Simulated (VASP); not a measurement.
# As (Cmce) in VASP: a series of runs, part 2 of 2

VASP 6.6.1.

## Step 3: Single point, PBEsol

This run uses another cell than the first one, of 22.43 Å³/atom.

The input, INCAR:

```
SYSTEM = As
ALGO = Normal
EDIFF = 1E-6
ENCUT = 520
GGA = PS
ISIF = 2
ISMEAR = -1
LASPH = .TRUE.
LCHARG = .FALSE.
LREAL = .FALSE.
LWAVE = .FALSE.
NBANDS = 18
NELM = 100
PREC = Accurate
SIGMA = 0.05
```

The input, KPOINTS:

```
k-points
0
G
  7 7 5
  0 0 0
```

The input, POSCAR:

```
As
1.0
    1.8250000000     -5.5000000000      0.0000000000
    1.8250000000      5.5000000000      0.0000000000
    0.0000000000      0.0000000000      4.4700000000
As
4
Direct
    0.3900000000      0.6100000000      0.5600000000
    0.8900000000      0.1100000000      0.9400000000
    0.6100000000      0.3900000000      0.4400000000
    0.1100000000      0.8900000000      0.0600000000
```

Potentials or basis: VASP PAW PBE potentials, release 64 (As).

Run with:

```console
> cat potpaw_PBE.64/As/POTCAR > POTCAR
> mpirun -np 1 vasp_std > vasp.out
```

OUTCAR:

```text
SYSTEM = As
   EDIFF = 1E-6
   ENCUT = 520
   GGA = PS
   ISIF = 2
   ISMEAR = -1
   LASPH = .TRUE.
   LREAL = .FALSE.
   NELM = 100
   PREC = Accurate

 ion  position               nearest neighbor table
   1  0.390  0.610  0.560-   3 2.48   2 2.49   2 2.49
   2  0.890  0.110  0.940-   4 2.48   1 2.49   1 2.49
   3  0.610  0.390  0.440-   1 2.48   4 2.49   4 2.49
   4  0.110  0.890  0.060-   2 2.48   3 2.49   3 2.49

  LATTYP: Found a base centered orthorhombic cell.
 ALAT       =     3.6500000000
 B/A-ratio  =     3.0136986301
 C/A-ratio  =     1.2246575342

  Lattice vectors:

 A1 = (   1.8250000000,  -5.5000000000,   0.0000000000)
 A2 = (   1.8250000000,   5.5000000000,   0.0000000000)
 A3 = (   0.0000000000,   0.0000000000,   4.4700000000)

Analysis of symmetry for initial positions (statically):
=====================================================================
 Subroutine PRICEL returns:
 Original cell was already a primitive cell.

 Routine SETGRP: Setting up the symmetry group for a
 base centered orthorhombic supercell.

 Subroutine GETGRP returns: Found  8 space group operations
 (whereof  4 operations were pure point group operations)
 out of a pool of  8 trial point group operations.

The static configuration has the point symmetry C_2h.
 The point group associated with its full space group is D_2h.

Analysis of symmetry for dynamics (positions and initial velocities):
=====================================================================
 Subroutine PRICEL returns:
 Original cell was already a primitive cell.

 Routine SETGRP: Setting up the symmetry group for a
 base centered orthorhombic supercell.

 Subroutine GETGRP returns: Found  8 space group operations
 (whereof  4 operations were pure point group operations)
 out of a pool of  8 trial point group operations.

The dynamic configuration has the point symmetry C_2h.
 The point group associated with its full space group is D_2h.

 Subroutine INISYM returns: Found  8 space group operations
 (whereof  4 operations are pure point group operations),
 and found     1 'primitive' translations

----------------------------------------------------------------------------------------

                                     Primitive cell

  volume of cell :      89.7353

  direct lattice vectors                    reciprocal lattice vectors
     1.825000000 -5.500000000  0.000000000     0.273972603 -0.090909091  0.000000000
     1.825000000  5.500000000  0.000000000     0.273972603  0.090909091  0.000000000
     0.000000000  0.000000000  4.470000000     0.000000000  0.000000000  0.223713647

  length of vectors
     5.794879205  5.794879205  4.470000000     0.288661480  0.288661480  0.223713647

  position of ions in fractional coordinates (direct lattice)
     0.390000000  0.610000000  0.560000000
     0.890000000  0.110000000  0.940000000
     0.610000000  0.390000000  0.440000000
     0.110000000  0.890000000  0.060000000

  ion indices of the primitive-cell ions
   primitive index   ion index
                 1           1
                 2           2
                 3           3
                 4           4

[... 26 lines left out ...]
 Following reciprocal coordinates:
            Coordinates               Weight
  0.000000  0.000000  0.000000      1.000000
  0.142857 -0.000000  0.000000      4.000000
  0.285714  0.000000  0.000000      4.000000
  0.428571 -0.000000  0.000000      4.000000
  0.142857  0.142857  0.000000      2.000000
  0.285714  0.142857  0.000000      4.000000
[... 16 lines left out ...]
  0.428571  0.142857  0.200000      8.000000
 -0.428571  0.142857  0.200000      8.000000
 [... further k-points ...]
   k-points           NKPTS =     48   k-points in BZ     NKDIM =     48   number of bands    NBANDS=     18
   number of dos      NEDOS =    301   number of ions     NIONS =      4
   total plane-waves  NPLWV =  82944
   dimension x,y,z NGX =    48 NGY =   48 NGZ =   36
   dimension x,y,z NGXF=    96 NGYF=   96 NGZF=   72
   ions per type =               4
   NGX,Y,Z   is equivalent  to a cutoff of  13.77, 13.77, 13.39 a.u.
   NGXF,Y,Z  is equivalent  to a cutoff of  27.54, 27.54, 26.78 a.u.
 SYSTEM =  As
   PREC   = accura    normal or accurate (medium, high low for compatibility)
   ISTART =      0    job   : 0-new  1-cont  2-samecut
   ICHARG =      2    charge: 1-file 2-atom 10-const
   ISPIN  =      1    spin polarized calculation?
   LNONCOLLINEAR =      F non collinear calculations
   LSORBIT =      F    spin-orbit coupling
   LASPH  =      T    aspherical Exc in radial PAW
   ENCUT  =  520.0 eV  38.22 Ry    6.18 a.u.  10.77 10.77  8.31*2*pi/ulx,y,z
   NELM   =    100;   NELMIN=  2; NELMDL= -5     # of ELM steps
   EDIFF  = 0.1E-05   stopping-criterion for ELM
   LREAL  =      F    real-space projection
   EDIFFG = 0.1E-04   stopping-criterion for IOM
   NSW    =      0    number of steps for IOM
   IBRION =     -1    ionic relax: 0-MD 1-quasi-New 2-CG
   NFREE  =      0    steps in history (QN), initial steepest desc. (CG)
   ISIF   =      2    stress and relaxation
   ISYM   =      2    0-nonsym 1-usesym 2-fastsym
   POTIM  = 0.5000    time-step for ionic-motion
   TEBEG  =    0.0;   TEEND  =   0.0 temperature during run
   PSTRESS=    0.0 pullay stress
   NELECT =      20.0000    total number of electrons
   NUPDOWN=      -1.0000    fix difference up-down
   EMIN   =  10.00;   EMAX   =-10.00  energy-range for DOS
   EFERMI =   0.00;   METHOD = LEGACY
   ISMEAR =    -1;   SIGMA  =   0.05  broadening in eV -4-tet -1-fermi 0-gaus
   EFERMI_NEDOS =   21; number of points for ismear=-14 and -15
   IALGO  =     38    algorithm
   IMIX   =      4    mixing-type and parameters
     AMIX     =   0.40;   BMIX     =  1.00
     AMIX_MAG =   1.60;   BMIX_MAG =  1.00
  volume/ion in A,a.u.               =      22.43       151.39
  Fermi-wavevector in a.u.,A,eV,Ry     =   0.992576  1.875697 13.404559  0.985207
  Thomas-Fermi vector in A             =   2.124398
   LORBIT       =      0    0 simple, 1 ext, 2 COOP (PROOUT), +10 PAW based schemes
   GGA     = PS    functional components
   LHFCALC =     F    Hartree Fock is set to
   AEXX    =    0.0000 exact exchange contribution
   IVDW    =     0    specifies the selected vdW correction
   LEPSILON=     F    determine dielectric tensor
   LRPA    =     F    only Hartree local field effects (RPA)
 non-spin polarized calculation
  energy-cutoff  :      520.00
  volume of cell :       89.74
 maximum number of plane-waves:      2435
 NGX is ok and might be reduce to    48
   NGX = 21   NGY = 21   NGZ = 17

 number of electron      20.0000001 magnetization

 Free energy of the ion-electron system (eV)
  ---------------------------------------------------
  ext. energy  EPLUGINS =         0.00000000
  ---------------------------------------------------
  free energy    TOTEN  =       -20.22898629 eV

  energy without entropy =      -20.22500071  energy(sigma->0) =      -20.22699350

 E-fermi :   4.7572     XC(G=0):  -9.9003

 val. band max:        4.7429087166   @ k =  -0.1429   0.1429   0.4000
 cond. band min:       4.7671600745   @ k =  -0.4286   0.4286   0.0000
 fundamental gap:      0.0242513579
 Fermi energy:         4.7571782126

 k-point     1 :       0.0000    0.0000    0.0000
  band No.  band energies     occupation
      1     -10.1136      2.00000
      2      -7.3322      2.00000
      3      -4.7014      2.00000
      4      -1.3987      2.00000
      5      -1.3184      2.00000
      6       0.3509      2.00000
[... 481 lines left out ...]
      5      -0.6465      2.00000
      6       0.3434      2.00000
[... 10 lines left out ...]
     17      11.1061      0.00000
     18      12.2633      0.00000

 [... further k-points ...]

------------------------ aborting loop because EDIFF is reached ----------------------------------------

  FORCE on cell =-STRESS in cart. coord.  units (eV):
  Direction    XX          YY          ZZ          XY          YZ          ZX
  --------------------------------------------------------------------------------------
  -------------------------------------------------------------------------------------
  Total        0.5064390      0.1670994     -0.5476095      0.0000000      0.0000000      0.0000000
  in kB        9.0422105      2.9834749     -9.7772898      0.0000000      0.0000000      0.0000000
  external PRESSURE =       0.7494652 kB  Pullay stress =       0.0000000 kB

 VOLUME and BASIS-vectors are now :
 -----------------------------------------------------------------------------
  energy-cutoff  :      520.00
  volume of cell :       89.74
      direct lattice vectors                 reciprocal lattice vectors
     1.825000000 -5.500000000  0.000000000     0.273972603 -0.090909091  0.000000000
     1.825000000  5.500000000  0.000000000     0.273972603  0.090909091  0.000000000
     0.000000000  0.000000000  4.470000000     0.000000000  0.000000000  0.223713647

 POSITION                                       TOTAL-FORCE (eV/Angst)
 -----------------------------------------------------------------------------------
      1.82500      1.21000      2.50320         0.000000      0.106003      0.059978
      1.82500     -4.29000      4.20180         0.000000      0.106003     -0.059978
      1.82500     -1.21000      1.96680         0.000000     -0.106003     -0.059978
      1.82500      4.29000      0.26820         0.000000     -0.106003      0.059978
 -----------------------------------------------------------------------------------
    total drift:                               -0.000000      0.000000     -0.000000

  FREE ENERGIE OF THE ION-ELECTRON SYSTEM (eV)
  ---------------------------------------------------
  free  energy   TOTEN  =       -20.2289862930 eV

  energy  without entropy=      -20.2250007084  energy(sigma->0) =      -20.22699350
```

stdout:

```text
POSCAR found type information on POSCAR As
 POSCAR found :  1 types and       4 ions
 scaLAPACK will be used
 -----------------------------------------------------------------------------
|                                                                             |
|                                                                             |
|     You enforced a specific xc type in the INCAR file but a different       |
|     I HOPE YOU KNOW WHAT YOU ARE DOING!                                     |
|                                                                             |
 -----------------------------------------------------------------------------

 LDA part: xc-table for (Slater+PW92), standard interpolation
 POSCAR, INCAR and KPOINTS ok, starting setup
 FFT: planning ... GRIDC
 FFT: planning ... GRID_SOFT
 FFT: planning ... GRID
 WAVECAR not read
 entering main loop
```

Wall time 2.3 min (1 thread of AMD EPYC 7R13, shared host); peak memory 0.26 GiB.

What came out:

```yaml
Free_energy: -20.2290 eV
Pressure: 0.1 GPa
Largest_force: 0.122 eV/Å
Band_gap_on_the_k_mesh: zero (bands 10 and 11 overlap by 0.23 eV)
```

Forces on the atoms (eV/Å):
```
As   0.000  0.106  0.060
As   0.000  0.106 -0.060
As   0.000 -0.106 -0.060
As   0.000 -0.106  0.060
```

Caveat: the PAW data sets were made with another functional, which shifts forces and pressure a little.

## Step 4: Relaxation of cell and atoms, PBEsol, target pressure 30 GPa, at which the enthalpy is minimised

This run uses another cell than the first one, of 22.43 Å³/atom.

The input, INCAR:

```
SYSTEM = As
PREC     = Accurate       ! precision mode
ENCUT    = 600            ! plane-wave cutoff, eV
EDIFF    = 1E-6           ! SCF threshold, eV
ISMEAR   = -1             ! smearing method
SIGMA    = 0.05           ! smearing width, eV
LREAL    = .False.        ! projectors in reciprocal space
LASPH    = .True.         ! aspherical terms in the spheres
NELM     = 60             ! most SCF steps
ALGO     = Normal         ! electronic algorithm
ISIF     = 3              ! what is computed and relaxed
LWAVE    = .False.        ! write WAVECAR
LCHARG   = .False.        ! write CHGCAR
GGA      = PS             ! functional
IBRION   = 2              ! ionic algorithm
NSW      = 80             ! ionic steps
EDIFFG   = -0.005         ! ionic threshold
PSTRESS  = 300.0
```

The input, KPOINTS:

```
Automatic mesh
0
Gamma
  8 8 6
  0 0 0
```

POSCAR is that of step 3.

Run with:

```console
> cat potpaw_PBE.64/As/POTCAR > POTCAR
> mpirun -np 1 vasp_std > vasp.out
```

It took 19 min on 1 thread of Intel Xeon Platinum 8488C (Sapphire Rapids), shared host; peak memory 0.36 GiB.

The run converged. Its results:

```yaml
Free_energy: -18.5648 eV
Relaxed_volume: 15.43 Å³/atom
Relaxed_cell: a = 5.138 Å, b = 5.138 Å, c = 3.838 Å, α = 90.00°, β = 90.00°, γ = 142.48°
Space_group_after_relaxing_to_0.1_Å: Fmmm (No. 69)
Energy_change_on_relaxing_the_run_minimises_the_enthalpy: +418.3 meV/atom
Ionic_steps: 26
Pressure_after_relaxing: 30.0 GPa
Band_gap_on_the_k_mesh: zero (bands 10 and 11 overlap by 1.93 eV)
```

Forces on the atoms (eV/Å):
```
As   0.000 -0.003  0.000
As   0.000 -0.003  0.000
As   0.000  0.003  0.000
As   0.000  0.003  0.000
```

Step by step:
```
step  energy change (eV)  largest force (eV/Å)  pressure (GPa)  volume (Å³)
   1              0.0000                0.1185            0.13        89.74
   2             15.5318               13.5526          207.03        45.63
   3              1.1091                2.4504           24.55        72.26
   4              1.3479                2.7448           28.05        70.79
   5              1.4984                2.9222           30.19        69.96
   6              1.5747                1.3960           32.58        64.09
   7              2.1665                1.1301           38.82        60.13
   8              2.0251                1.0869           37.33        60.83
   9              1.0849                0.2687           18.33        65.96
  10              1.4724                0.4096           27.25        63.14
  11              1.4854                0.4225           27.51        63.07
  12              1.6668                0.2047           30.57        61.90
  13              1.7142                0.2104           31.37        61.64
  14              1.6553                0.0893           30.06        61.83
  15              1.6476                0.0759           29.85        61.87
  16              1.6566                0.0402           29.88        61.80
  17              1.6651                0.0504           29.95        61.75
  18              1.6658                0.0518           29.96        61.75
  19              1.6754                0.0043           30.03        61.70
  20              1.6742                0.0026           30.02        61.70
  21              1.6717                0.0019           29.96        61.72
  22              1.6724                0.0005           29.98        61.71
  23              1.6759                0.0004           30.05        61.69
  24              1.6752                0.0002           30.04        61.70
  25              1.6747                0.0006           30.03        61.70
  26              1.6733                0.0028           30.02        61.71
```

Final structure:
```
As
1.0
     1.65245   -4.86530    0.00000
     1.65245    4.86530    0.00000
     0.00000    0.00000    3.83771
As
4
Direct
  0.37542 0.62458 0.49997
  0.87542 0.12458 0.00003
  0.62458 0.37542 0.50003
  0.12458 0.87542 0.99997
```

Levels at points of the mesh, in eV from the Fermi level:
```tsv
k point	band 8	band 9	band 10	band 11	band 12	band 13
(0.00, 0.00, 0.00)	-2.94	-2.82	-1.73	2.98	3.21	4.00
(0.50, 0.00, 0.00)	-3.03	-2.42	-2.42	-0.56	-0.56	0.54
(0.50, 0.50, 0.00)	-3.00	-2.38	-0.61	0.20	3.01	4.36
(0.00, 0.00, 0.50)	-0.27	-0.14	-0.14	0.84	0.84	1.48
(0.50, 0.00, 0.50)	-7.10	-2.30	-2.30	1.27	1.27	7.08
(0.50, 0.50, 0.50)	-1.19	-0.09	-0.09	0.03	0.03	2.10
```

Caveat: the cell is relaxed towards a set pressure, so the run minimises the enthalpy, not the energy; the volume moved by over 15 % at a fixed basis, so the end points are rough; the PAW data sets were made with another functional, which shifts forces and pressure a little.

## Step 5: Single point, PBEsol

This run uses another cell than the first one, of 22.43 Å³/atom.

The input, INCAR:

```
ALGO = Normal
EDIFF = 1E-6
ENCUT = 520
GGA = PS
ISIF = 2
ISMEAR = -1
LASPH = T
LCHARG = T
LELF = T
LREAL = F
LVHAR = T
LWAVE = F
NBANDS = 18
NELM = 80
PREC = Accurate
SIGMA = 0.05
```

The input, KPOINTS:

```
k-points
0
Gamma
  8 8 6
```

POSCAR is that of step 4.

Run with:

```console
> cat potpaw_PBE.64/As/POTCAR > POTCAR
> mpirun -np 1 vasp_std > vasp.out
```

Wall time 95 s (1 thread of AMD EPYC 9R45 (Zen 5), shared host); peak memory 0.29 GiB.

It converged, with:

| Quantity | Value |
| --- | --- |
| Free energy | -20.2380 eV |
| Pressure | 0.1 GPa |
| Largest force | 0.119 eV/Å |

Forces in eV/Å, atoms in the order of the input:
```
As   0.000  0.110  0.045
As   0.000  0.110 -0.045
As   0.000 -0.110 -0.045
As   0.000 -0.110  0.045
```

Stress tensor (GPa, compression positive):
```
 0.95  0.00  0.00
 0.00  0.21  0.00
 0.00  0.00 -0.77
```

Levels at points of the mesh, in eV from the Fermi level:
| k point | band 8 | band 9 | band 10 | band 11 | band 12 | band 13 |
| --- | --- | --- | --- | --- | --- | --- |
| (0.00, 0.00, 0.00) | -2.23 | -1.85 | -1.04 | 1.95 | 1.99 | 2.50 |
| (0.50, 0.00, 0.00) | -2.50 | -2.36 | -2.36 | 0.83 | 0.83 | 1.02 |
| (0.50, 0.50, 0.00) | -1.66 | -1.24 | -0.37 | 0.15 | 1.92 | 2.39 |
| (0.00, 0.00, 0.50) | -1.96 | -0.60 | -0.60 | 1.03 | 1.03 | 2.08 |
| (0.50, 0.00, 0.50) | -4.64 | -1.80 | -1.80 | 1.96 | 1.96 | 4.63 |
| (0.50, 0.50, 0.50) | -1.87 | -1.10 | -1.10 | 1.47 | 1.47 | 1.77 |

Caveat: the PAW data sets were made with another functional, which shifts forces and pressure a little.

## Step 6: Summary

```csv
task,cell,k mesh,cutoff (eV),gap on the mesh (eV),pressure (GPa),largest force (eV/Å)
single point,"a = 5.737, b = 5.737, c = 4.470 Å, angles 90.0, 90.0, 143.3°, 4 atoms",7 × 7 × 5,520,none,1.6,0.28
single point,"a = 5.795, b = 5.795, c = 4.470 Å, angles 90.0, 90.0, 143.3°, 4 atoms",7 × 7 × 5,520,none,0.1,0.12
relaxation of cell and atoms,"relaxed to 30 GPa from a = 5.795, b = 5.795, c = 4.470 Å, angles 90.0, 90.0, 143.3°, 4 atoms",8 × 8 × 6,600,none,30.0,-
single point,"a = 5.795, b = 5.795, c = 4.470 Å, angles 90.0, 90.0, 143.3°, 4 atoms",8 × 8 × 6,520,-,0.1,0.12
```

Alike in all rows: level PBEsol; potentials or basis VASP PAW PBE potentials, release 64 (As); no spin polarisation; smearing fermi-dirac 0.05 eV.

Caveats: the PAW data sets were made with another functional, which shifts forces and pressure a little; the cell is relaxed towards a set pressure, so the run minimises the enthalpy, not the energy (at least some runs); the volume moved by over 15 % at a fixed basis, so the end points are rough (at least some runs).

Absolute energies hang on the potentials; compare differences alone.
